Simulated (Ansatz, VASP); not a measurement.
# InP: VASP beside Ansatz

POSCAR

```
InP
1.0
    0.0000000000      2.9538133435      2.9538133435
    2.9538133435      0.0000000000      2.9538133435
    2.9538133435      2.9538133435      0.0000000000
In P
1 1
Direct
    0.0000000000      0.0000000000      0.0000000000
    0.2500000000      0.2500000000      0.2500000000
```

File INCAR.step1:

```
ALGO = Normal ; EDIFF = 1E-5
ENCUT = 400 ; GGA = PE
GGA_COMPAT = F ; ISIF = 2
ISMEAR = 0 ; LASPH = T
LCHARG = F ; LREAL = F
LWAVE = T ; NBANDS = 16
NELM = 120 ; PREC = Accurate
SIGMA = 0.01
```

The input INCAR.step2:

```
AEXX = 0.05 ; ALGO = Normal
EDIFF = 1E-6 ; ENCUT = 400
GGA = PE ; GGA_COMPAT = F
ISIF = 2 ; ISMEAR = 0
ISTART = 1 ; LASPH = T
LCHARG = F ; LHFCALC = T
LREAL = F ; LWAVE = F
NBANDS = 16 ; NELM = 120
PREC = Accurate ; PRECFOCK = Normal
SIGMA = 0.01
```

Contents of KPOINTS:

```
k-points
0
Gamma
  4 4 4
```

Input for Ansatz:

```yaml
crystal:
  lattice:
    - [0.0, 2.9538133435, 2.9538133435]
    - [2.9538133435, 0.0, 2.9538133435]
    - [2.9538133435, 2.9538133435, 0.0]
  atoms:
    - { symbol: In, position: [0.0, 0.0, 0.0] }
    - { symbol: P, position: [0.25, 0.25, 0.25] }
kpoints:
  mp_grid: { grid: [4, 4, 4] }
hamiltonian:
  xc: { exchange: pbe, correlation: pbe, exx: { coeff: 0.05 } }
scf:
  occupations: { method: fixed }
  n_extra_bands: 4
output:
  forces: true
  stress: true
  eigenvalues: true
```

Alike in both runs: task single point; functional PBE-based global hybrid with a share of 0.05 of exact exchange; k mesh 4 × 4 × 4; no spin polarisation.

```csv
,VASP,Ansatz
version,VASP 6.6.1,Ansatz 0.2.0
potentials or method,"VASP PAW PBE potentials, release 64 (In_d, P)",plane waves
plane-wave cutoff (eV),400,420
occupations,"gaussian, width 0.01 eV",fixed
valence electrons in the cell,18,18
```

```tsv
	VASP	Ansatz	Ansatz less VASP
gap on the k mesh at the Fermi level (eV)	0.86	0.86	-0.009
pressure (GPa)	1.1	1.4	+0.26
```

VASP's potentials were made for PBE, not for PBE-based global hybrid. Ansatz's warnings: stress exchange threshold loose, stress scf threshold loose.

The k mesh is coarse, so the values compare programs but aren't converged.
